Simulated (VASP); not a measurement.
# Pt (P6_3/mmc) in VASP: a series of runs

Pt is run at these levels: PBEsol; tasks: single point.

Everything below comes from runs of VASP 6.6.1. Logs are shortened: lines on timing, memory, paths and dates and some standing lists are left out, and cuts for length are marked.

## 1. The cell of the first run

It takes space group P6_3/mmc (No. 194, hexagonal). Conventional cell: a = 2.695 Å, b = 2.695 Å, c = 4.622 Å, α = 90.00°, β = 90.00°, γ = 120.00°. Pt (site symmetry -6m2) has 12 Pt at 2.70 to 2.79 Å within 3.6 Å.

This isn't the form of Pt at room conditions, which is fcc.

## 2. Single point, PBEsol (14.54 Å³/atom)

Input file INCAR:

```
PREC = Accurate
ENCUT = 520
EDIFF = 1E-6
ISMEAR = -1
SIGMA = 0.1
LREAL = False
LASPH = True
NELM = 80
ALGO = Normal
ISIF = 2
LWAVE = False
LCHARG = False
GGA = PS
NBANDS = 17
```

Input file KPOINTS:

```
regular mesh
0
Gamma
  15 15 8
```

Input file POSCAR:

```
Pt
1.0
    2.6953908822      0.0000000000      0.0000000000
   -1.3476954411      2.3342769771      0.0000000000
    0.0000000000      0.0000000000      4.6224861150
Pt
2
Direct
    0.3333333333      0.6666666667      0.2500000000
    0.6666666667      0.3333333333      0.7500000000
```

Potentials or basis: VASP PAW PBE potentials, release 64 (Pt).

Launch:

```
$ cat potpaw_PBE.64/Pt/POTCAR > POTCAR
$ mpirun -np 1 vasp_std > vasp.out
```

OUTCAR:

```text
PREC = Accurate
   ENCUT = 520
   EDIFF = 1E-6
   ISMEAR = -1
   LREAL = False
   LASPH = True
   NELM = 80
   ISIF = 2
   GGA = PS

 ion  position               nearest neighbor table
   1  0.333  0.667  0.250-   2 2.79   2 2.79   2 2.79   2 2.79   2 2.79   2 2.79
   2  0.667  0.333  0.750-   1 2.79   1 2.79   1 2.79   1 2.79   1 2.79   1 2.79

  LATTYP: Found a hexagonal cell.
 ALAT       =     2.6953908822
 C/A-ratio  =     1.7149594686

  Lattice vectors:

 A1 = (   2.6953908822,   0.0000000000,   0.0000000000)
 A2 = (  -1.3476954411,   2.3342769771,   0.0000000000)
 A3 = (   0.0000000000,   0.0000000000,   4.6224861150)

Analysis of symmetry for initial positions (statically):
=====================================================================
 Subroutine PRICEL returns:
 Original cell was already a primitive cell.

 Routine SETGRP: Setting up the symmetry group for a
 hexagonal supercell.

 Subroutine GETGRP returns: Found 24 space group operations
 (whereof 12 operations were pure point group operations)
 out of a pool of 24 trial point group operations.

The static configuration has the point symmetry D_3d.
 The point group associated with its full space group is D_6h.

Analysis of symmetry for dynamics (positions and initial velocities):
=====================================================================
 Subroutine PRICEL returns:
 Original cell was already a primitive cell.

 Routine SETGRP: Setting up the symmetry group for a
 hexagonal supercell.

 Subroutine GETGRP returns: Found 24 space group operations
 (whereof 12 operations were pure point group operations)
 out of a pool of 24 trial point group operations.

The dynamic configuration has the point symmetry D_3d.
 The point group associated with its full space group is D_6h.

 Subroutine INISYM returns: Found 24 space group operations
 (whereof 12 operations are pure point group operations),
 and found     1 'primitive' translations

----------------------------------------------------------------------------------------

                                     Primitive cell

  volume of cell :      29.0837

  direct lattice vectors                    reciprocal lattice vectors
     2.695390882  0.000000000  0.000000000     0.371003704  0.214199088  0.000000000
    -1.347695441  2.334276977  0.000000000     0.000000000  0.428398176  0.000000000
     0.000000000  0.000000000  4.622486115     0.000000000  0.000000000  0.216333803

  length of vectors
     2.695390882  2.695390882  4.622486115     0.428398176  0.428398176  0.216333803

  position of ions in fractional coordinates (direct lattice)
     0.333333333  0.666666667  0.250000000
     0.666666667  0.333333333  0.750000000

  ion indices of the primitive-cell ions
   primitive index   ion index
                 1           1
                 2           2

----------------------------------------------------------------------------------------

 KPOINTS: regular mesh

Automatic generation of k-mesh.
 Grid dimensions read from file:
 generate k-points for:   15   15    8

 Generating k-lattice:

  Cartesian coordinates                     Fractional coordinates (reciprocal lattice)
     0.024733580  0.014279939  0.000000000     0.066666667  0.000000000  0.000000000
     0.000000000  0.028559878  0.000000000     0.000000000  0.066666667  0.000000000
     0.000000000  0.000000000  0.027041725     0.000000000  0.000000000  0.125000000

  Length of vectors
     0.028559878  0.028559878  0.027041725

  Shift w.r.t. Gamma in fractional coordinates (k-lattice)
     0.000000000  0.000000000  0.000000000

 Subroutine IBZKPT returns following result:
 ===========================================

 Found    135 irreducible k-points:

 Following reciprocal coordinates:
            Coordinates               Weight
  0.000000  0.000000  0.000000      1.000000
  0.066667 -0.000000  0.000000      6.000000
  0.133333 -0.000000  0.000000      6.000000
  0.200000 -0.000000  0.000000      6.000000
  0.266667 -0.000000  0.000000      6.000000
  0.333333 -0.000000  0.000000      6.000000
[... 16 lines left out ...]
  0.333333  0.200000  0.000000     12.000000
  0.400000  0.200000  0.000000      6.000000
 [... further k-points ...]
   k-points           NKPTS =    135   k-points in BZ     NKDIM =    135   number of bands    NBANDS=     17
   number of dos      NEDOS =    301   number of ions     NIONS =      2
   total plane-waves  NPLWV =  14400
   dimension x,y,z NGX =    20 NGY =   20 NGZ =   36
   dimension x,y,z NGXF=    40 NGYF=   40 NGZF=   72
   ions per type =               2
   NGX,Y,Z   is equivalent  to a cutoff of  12.34, 12.34, 12.95 a.u.
   NGXF,Y,Z  is equivalent  to a cutoff of  24.67, 24.67, 25.89 a.u.
 SYSTEM =  unknown system
   PREC   = accura    normal or accurate (medium, high low for compatibility)
   ISTART =      0    job   : 0-new  1-cont  2-samecut
   ICHARG =      2    charge: 1-file 2-atom 10-const
   ISPIN  =      1    spin polarized calculation?
   LNONCOLLINEAR =      F non collinear calculations
   LSORBIT =      F    spin-orbit coupling
   LASPH  =      T    aspherical Exc in radial PAW
   ENCUT  =  520.0 eV  38.22 Ry    6.18 a.u.   5.01  5.01  8.59*2*pi/ulx,y,z
   NELM   =     80;   NELMIN=  2; NELMDL= -5     # of ELM steps
   EDIFF  = 0.1E-05   stopping-criterion for ELM
   LREAL  =      F    real-space projection
   EDIFFG = 0.1E-04   stopping-criterion for IOM
   NSW    =      0    number of steps for IOM
   IBRION =     -1    ionic relax: 0-MD 1-quasi-New 2-CG
   NFREE  =      0    steps in history (QN), initial steepest desc. (CG)
   ISIF   =      2    stress and relaxation
   ISYM   =      2    0-nonsym 1-usesym 2-fastsym
   POTIM  = 0.5000    time-step for ionic-motion
   TEBEG  =    0.0;   TEEND  =   0.0 temperature during run
   PSTRESS=    0.0 pullay stress
   NELECT =      20.0000    total number of electrons
   NUPDOWN=      -1.0000    fix difference up-down
   EMIN   =  10.00;   EMAX   =-10.00  energy-range for DOS
   EFERMI =   0.00;   METHOD = LEGACY
   ISMEAR =    -1;   SIGMA  =   0.10  broadening in eV -4-tet -1-fermi 0-gaus
   EFERMI_NEDOS =   21; number of points for ismear=-14 and -15
   IALGO  =     38    algorithm
   IMIX   =      4    mixing-type and parameters
     AMIX     =   0.40;   BMIX     =  1.00
     AMIX_MAG =   1.60;   BMIX_MAG =  1.00
  volume/ion in A,a.u.               =      14.54        98.13
  Fermi-wavevector in a.u.,A,eV,Ry     =   1.445001  2.730657 28.409357  2.088029
  Thomas-Fermi vector in A             =   2.563233
   LORBIT       =      0    0 simple, 1 ext, 2 COOP (PROOUT), +10 PAW based schemes
   GGA     = PS    functional components
   LHFCALC =     F    Hartree Fock is set to
   AEXX    =    0.0000 exact exchange contribution
   IVDW    =     0    specifies the selected vdW correction
   LEPSILON=     F    determine dielectric tensor
   LRPA    =     F    only Hartree local field effects (RPA)
 non-spin polarized calculation
  energy-cutoff  :      520.00
  volume of cell :       29.08
 maximum number of plane-waves:       825
 NGX is ok and might be reduce to    20
   NGX =  9   NGY =  9   NGZ = 17

 number of electron      20.0000000 magnetization

 Free energy of the ion-electron system (eV)
  ---------------------------------------------------
  ext. energy  EPLUGINS =         0.00000000
  ---------------------------------------------------
  free energy    TOTEN  =       -13.81303897 eV

  energy without entropy =      -13.70590776  energy(sigma->0) =      -13.75947337

 E-fermi :  11.7999     XC(G=0): -13.8405

 val. band max:       11.7964660652   @ k =   0.3333   0.2667   0.3750
 cond. band min:      11.8056911249   @ k =   0.4667  -0.0000   0.3750
 fundamental gap:      0.0092250597
 Fermi energy:        11.7999323916

 k-point     1 :       0.0000    0.0000    0.0000
  band No.  band energies     occupation
      1       1.0951      2.00000
      2       3.8830      2.00000
      3       7.3670      2.00000
      4       7.8806      2.00000
      5       7.8806      2.00000
      6       8.3267      2.00000
[... 9 lines left out ...]
     16      29.0799      0.00000
     17      33.5290      0.00000

 k-point     2 :       0.0667   -0.0000    0.0000
  band No.  band energies     occupation
      1       1.2682      2.00000
      2       4.0427      2.00000
      3       7.3276      2.00000
      4       7.8911      2.00000
      5       8.0181      2.00000
      6       8.2367      2.00000
[... 9 lines left out ...]
     16      29.3475      0.00000
     17      32.5317      0.00000

 k-point     3 :       0.1333   -0.0000    0.0000
  band No.  band energies     occupation
      1       1.7673      2.00000
      2       4.4768      2.00000
      3       7.1370      2.00000
      4       7.8873      2.00000
      5       8.1901      2.00000
      6       8.4217      2.00000
[... 9 lines left out ...]
     16      29.6739      0.00000
     17      31.0526      0.00000

 k-point     4 :       0.2000   -0.0000    0.0000
  band No.  band energies     occupation
      1       2.5241      2.00000
      2       4.9911      2.00000
      3       6.9575      2.00000
      4       7.4529      2.00000
      5       7.6114      2.00000
      6       8.6426      2.00000
[... 9 lines left out ...]
     16      29.4153      0.00000
     17      30.0841      0.00000
[... 343 lines left out ...]
      1       5.3636      2.00000
      2       5.7509      2.00000
      3       5.8577      2.00000
      4       6.6763      2.00000
      5       7.5435      2.00000
      6       8.1727      2.00000
[... 9 lines left out ...]
     16      27.0973      0.00000
     17      27.2806      0.00000

 k-point    23 :       0.3333    0.2000    0.0000
  band No.  band energies     occupation
      1       5.5428      2.00000
      2       5.5908      2.00000
      3       5.6624      2.00000
      4       7.3127      2.00000
      5       7.5648      2.00000
      6       8.0743      2.00000
[... 9 lines left out ...]
     16      25.2762      0.00000
     17      26.6898      0.00000

 k-point    24 :       0.4000    0.2000    0.0000
  band No.  band energies     occupation
      1       5.4715      2.00000
      2       5.5707      2.00000
      3       5.6516      2.00000
      4       7.6161      2.00000
      5       7.6723      2.00000
      6       7.8493      2.00000
[... 9 lines left out ...]
     16      24.0787      0.00000
     17      26.4091      0.00000

 [... further k-points ...]

------------------------ aborting loop because EDIFF is reached ----------------------------------------

  FORCE on cell =-STRESS in cart. coord.  units (eV):
  Direction    XX          YY          ZZ          XY          YZ          ZX
  --------------------------------------------------------------------------------------
  -------------------------------------------------------------------------------------
  Total        2.3295208      2.3295208      2.1628544      0.0000000      0.0000000      0.0000000
  in kB      128.3297722    128.3297722    119.1483732      0.0000000      0.0000000      0.0000000
  external PRESSURE =     125.2693059 kB  Pullay stress =       0.0000000 kB

 VOLUME and BASIS-vectors are now :
 -----------------------------------------------------------------------------
  energy-cutoff  :      520.00
  volume of cell :       29.08
      direct lattice vectors                 reciprocal lattice vectors
     2.695390882  0.000000000  0.000000000     0.371003704  0.214199088  0.000000000
    -1.347695441  2.334276977  0.000000000     0.000000000  0.428398176  0.000000000
     0.000000000  0.000000000  4.622486115     0.000000000  0.000000000  0.216333803

 POSITION                                       TOTAL-FORCE (eV/Angst)
 -----------------------------------------------------------------------------------
     -0.00000      1.55618      1.15562        -0.000000      0.000000      0.000000
      1.34770      0.77809      3.46686         0.000000      0.000000      0.000000
 -----------------------------------------------------------------------------------
    total drift:                                0.000000     -0.000000      0.000000

  FREE ENERGIE OF THE ION-ELECTRON SYSTEM (eV)
  ---------------------------------------------------
  free  energy   TOTEN  =       -13.8130389745 eV

  energy  without entropy=      -13.7059077617  energy(sigma->0) =      -13.75947337
```

It took 54 s on 1 thread of Intel Xeon 8259CL, shared host; peak memory 0.19 GiB.

Results:

```yaml
Free_energy: -13.8130 eV
Pressure: 12.5 GPa
Band_gap_on_the_k_mesh: zero (bands 10 and 11 overlap by 1.40 eV)
```

Caveat: the cell stands under pressure; the PAW data sets were made with another functional, which shifts forces and pressure a little; spin-orbit coupling is left out, which moves the levels of the heavy elements.

(Part 1 of 3 ends here.)
